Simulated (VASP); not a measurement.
# Sn (Cmce) in VASP: single point with PBEsol

Aim: the single point of Sn with PBEsol.

Everything below comes from runs of VASP 6.6.1. Logs are shortened: lines on timing, memory, paths and dates and some standing lists are left out, and cuts for length are marked.

## (1) The cell of the first run

The typed cell holds 4 atoms: a = 6.013 Å, b = 6.013 Å, c = 5.292 Å, α = 90.00°, β = 90.00°, γ = 145.83°.

## (2) Single point, PBEsol

INCAR

```
PREC     = Accurate       # precision mode
ENCUT    = 520            # plane-wave cutoff, eV
EDIFF    = 1E-7           # SCF threshold, eV
ISMEAR   = 0              # smearing method
SIGMA    = 0.1            # smearing width, eV
LREAL    = F              # projectors in reciprocal space
LASPH    = T              # aspherical terms in the spheres
NELM     = 80             # most SCF steps
ALGO     = Normal         # electronic algorithm
ISIF     = 2              # what is computed and relaxed
LWAVE    = F              # write WAVECAR
LCHARG   = T              # write CHGCAR
GGA      = PS             # functional
LELF     = T              # ELF
LVHAR    = T            
NBANDS   = 36             # bands
```

KPOINTS

```
regular mesh
0
Gamma
  4 4 4
```

POSCAR

```
Sn
1.0
    1.7666378008     -5.7476867287      0.0000000000
    1.7666378008      5.7476867287      0.0000000000
    0.0000000000      0.0000000000      5.2918649493
Sn
4
Direct
    0.1340236542      0.8659763458      1.0002139924
    0.6340236542      0.3659763458      0.4997860076
    0.8659763458      0.1340236542     -0.0002139924
    0.3659763458      0.6340236542      0.5002139924
```

Potentials or basis: VASP PAW PBE potentials, release 64 (Sn_d).

Run with:

```
cat potpaw_PBE.64/Sn_d/POTCAR > POTCAR
mpirun -np 1 vasp_std > vasp.out
```

OUTCAR:

```text
PREC = Accurate
   ENCUT = 520
   EDIFF = 1E-7
   ISMEAR = 0
   LREAL = F
   LASPH = T
   NELM = 80
   ISIF = 2
   GGA = PS

 ion  position               nearest neighbor table
   1  0.134  0.866  0.000-   3 3.08   2 3.18   2 3.18   2 3.18   2 3.18   3 3.20   3 3.20   4 3.76
                             4 3.76
   2  0.634  0.366  0.500-   4 3.08   1 3.18   1 3.18   1 3.18   1 3.18   4 3.20   4 3.20   3 3.76
                             3 3.76
   3  0.866  0.134  1.000-   1 3.08   4 3.18   4 3.18   4 3.18   4 3.18   1 3.20   1 3.20   2 3.76
                             2 3.76
   4  0.366  0.634  0.500-   2 3.08   3 3.18   3 3.18   3 3.18   3 3.18   2 3.20   2 3.20   1 3.76
                             1 3.76

  LATTYP: Found a base centered orthorhombic cell.
 ALAT       =     3.5332756016
 B/A-ratio  =     3.2534607411
 C/A-ratio  =     1.4977220987

  Lattice vectors:

 A1 = (   1.7666378008,  -5.7476867287,   0.0000000000)
 A2 = (   1.7666378008,   5.7476867287,   0.0000000000)
 A3 = (   0.0000000000,   0.0000000000,   5.2918649493)

Analysis of symmetry for initial positions (statically):
=====================================================================
 Subroutine PRICEL returns:
 Original cell was already a primitive cell.

 Routine SETGRP: Setting up the symmetry group for a
 base centered orthorhombic supercell.

 Subroutine GETGRP returns: Found  8 space group operations
 (whereof  4 operations were pure point group operations)
 out of a pool of  8 trial point group operations.

The static configuration has the point symmetry C_2h.
 The point group associated with its full space group is D_2h.

Analysis of symmetry for dynamics (positions and initial velocities):
=====================================================================
 Subroutine PRICEL returns:
 Original cell was already a primitive cell.

 Routine SETGRP: Setting up the symmetry group for a
 base centered orthorhombic supercell.

 Subroutine GETGRP returns: Found  8 space group operations
 (whereof  4 operations were pure point group operations)
 out of a pool of  8 trial point group operations.

The dynamic configuration has the point symmetry C_2h.
 The point group associated with its full space group is D_2h.

 Subroutine INISYM returns: Found  8 space group operations
 (whereof  4 operations are pure point group operations),
 and found     1 'primitive' translations

----------------------------------------------------------------------------------------
[... 93 lines left out ...]
   EDIFF  = 0.1E-06   stopping-criterion for ELM
   LREAL  =      F    real-space projection
   EDIFFG = 0.1E-05   stopping-criterion for IOM
   NSW    =      0    number of steps for IOM
   IBRION =     -1    ionic relax: 0-MD 1-quasi-New 2-CG
   NFREE  =      0    steps in history (QN), initial steepest desc. (CG)
   ISIF   =      2    stress and relaxation
   ISYM   =      2    0-nonsym 1-usesym 2-fastsym
   POTIM  = 0.5000    time-step for ionic-motion
   TEBEG  =    0.0;   TEEND  =   0.0 temperature during run
   PSTRESS=    0.0 pullay stress
   NELECT =      56.0000    total number of electrons
   NUPDOWN=      -1.0000    fix difference up-down
   EMIN   =  10.00;   EMAX   =-10.00  energy-range for DOS
   EFERMI =   0.00;   METHOD = LEGACY
   ISMEAR =     0;   SIGMA  =   0.10  broadening in eV -4-tet -1-fermi 0-gaus
   EFERMI_NEDOS =   21; number of points for ismear=-14 and -15
   IALGO  =     38    algorithm
   IMIX   =      4    mixing-type and parameters
     AMIX     =   0.40;   BMIX     =  1.00
     AMIX_MAG =   1.60;   BMIX_MAG =  1.00
  volume/ion in A,a.u.               =      26.87       181.31
  Fermi-wavevector in a.u.,A,eV,Ry     =   1.317380  2.489487 23.612775  1.735490
  Thomas-Fermi vector in A             =   2.447425
   LORBIT       =      0    0 simple, 1 ext, 2 COOP (PROOUT), +10 PAW based schemes
   GGA     = PS    functional components
   LHFCALC =     F    Hartree Fock is set to
   AEXX    =    0.0000 exact exchange contribution
   IVDW    =     0    specifies the selected vdW correction
   LEPSILON=     F    determine dielectric tensor
   LRPA    =     F    only Hartree local field effects (RPA)
 non-spin polarized calculation
 Gauss-broadening in eV      SIGMA  =   0.10
  energy-cutoff  :      520.00
  volume of cell :      107.47
 maximum number of plane-waves:      2916
 NGX is ok and might be reduce to    48
   NGX = 23   NGY = 23   NGZ = 19

 number of electron      56.0000004 magnetization

 Free energy of the ion-electron system (eV)
  ---------------------------------------------------
  ext. energy  EPLUGINS =         0.00000000
  ---------------------------------------------------
  free energy    TOTEN  =       -16.86100877 eV

  energy without entropy =      -16.85475433  energy(sigma->0) =      -16.85788155

 E-fermi :   8.0435     XC(G=0): -10.5176

 val. band max:        7.8977010270   @ k =   0.5000   0.2500   0.0000
 cond. band min:       8.1149383590   @ k =   0.2500   0.2500   0.0000
 fundamental gap:      0.2172373320
 Fermi energy:         8.0435281031

 k-point     1 :       0.0000    0.0000    0.0000
  band No.  band energies     occupation
      1     -13.5026      2.00000
      2     -13.4724      2.00000
      3     -13.4545      2.00000
      4     -13.4482      2.00000
      5     -13.4442      2.00000
      6     -13.4241      2.00000
[... 808 lines left out ...]
     35      13.7504      0.00000
     36      13.7504      0.00000

------------------------ aborting loop because EDIFF is reached ----------------------------------------

  FORCE on cell =-STRESS in cart. coord.  units (eV):
  Direction    XX          YY          ZZ          XY          YZ          ZX
  --------------------------------------------------------------------------------------
  -------------------------------------------------------------------------------------
  Total        0.1834046      0.0635077     -0.1048932      0.0000000      0.0000000      0.0000000
  in kB        2.7342699      0.9467989     -1.5637910      0.0000000      0.0000000      0.0000000
  external PRESSURE =       0.7057593 kB  Pullay stress =       0.0000000 kB

 VOLUME and BASIS-vectors are now :
 -----------------------------------------------------------------------------
  energy-cutoff  :      520.00
  volume of cell :      107.47
      direct lattice vectors                 reciprocal lattice vectors
     1.766637801 -5.747686729  0.000000000     0.283023492 -0.086991519  0.000000000
     1.766637801  5.747686729  0.000000000     0.283023492  0.086991519  0.000000000
     0.000000000  0.000000000  5.291864949     0.000000000  0.000000000  0.188969297

 POSITION                                       TOTAL-FORCE (eV/Angst)
 -----------------------------------------------------------------------------------
      1.76664      4.20703      0.00113         0.000000      0.021985     -0.004436
      1.76664     -1.54065      2.64480         0.000000      0.021985      0.004436
      1.76664     -4.20703      5.29073         0.000000     -0.021985      0.004436
      1.76664      1.54065      2.64706         0.000000     -0.021985     -0.004436
 -----------------------------------------------------------------------------------
    total drift:                                0.000000      0.000000      0.000000

  FREE ENERGIE OF THE ION-ELECTRON SYSTEM (eV)
  ---------------------------------------------------
  free  energy   TOTEN  =       -16.8610087742 eV

  energy  without entropy=      -16.8547543307  energy(sigma->0) =      -16.85788155
```

stdout:

```text
POSCAR found type information on POSCAR Sn
 POSCAR found :  1 types and       4 ions
 scaLAPACK will be used
 -----------------------------------------------------------------------------
|                                                                             |
|                                                                             |
|     You enforced a specific xc type in the INCAR file but a different       |
|     I HOPE YOU KNOW WHAT YOU ARE DOING!                                     |
|                                                                             |
 -----------------------------------------------------------------------------

 LDA part: xc-table for (Slater+PW92), standard interpolation
 POSCAR, INCAR and KPOINTS ok, starting setup
 FFT: planning ... GRIDC
 FFT: planning ... GRID_SOFT
 FFT: planning ... GRID
 WAVECAR not read
 entering main loop
```

Wall time 76 s (1 thread of AMD EPYC 9R45 (Zen 5), shared host); peak memory 0.27 GiB.

Results:

| Quantity | Value |
| --- | --- |
| Free energy | -16.8610 eV |
| Pressure | 0.1 GPa |
| Largest force | 0.022 eV/Å |
| Band gap on the k mesh | zero (band 28 reaches 9.82 eV, above the bottom of band 29 at 7.18 eV) |

Forces in eV/Å, atoms in the order of the input:
```
Sn   0.000  0.022 -0.004
Sn   0.000  0.022  0.004
Sn   0.000 -0.022  0.004
Sn   0.000 -0.022 -0.004
```

Levels at points of the mesh, in eV from the Fermi level:
```csv
k point,band 26,band 27,band 28,band 29,band 30,band 31
"(0.00, 0.00, 0.00)",-2.41,-1.41,-0.97,1.60,2.48,3.52
"(0.50, 0.00, 0.00)",-1.96,-0.87,-0.87,-0.86,-0.86,1.24
"(0.50, 0.50, 0.00)",-2.98,-0.16,0.55,0.78,3.47,4.04
"(0.00, 0.00, 0.50)",-3.46,1.54,1.54,3.16,3.16,4.06
"(0.50, 0.00, 0.50)",-3.54,-3.52,-3.52,0.71,0.71,2.79
"(0.50, 0.50, 0.50)",1.13,1.60,1.60,2.33,2.33,2.64
```

Caveat: the k points lie up to 0.47 Å⁻¹ apart; the PAW data sets were made with another functional, which shifts forces and pressure a little; spin-orbit coupling is left out, which moves the levels of the heavy elements.
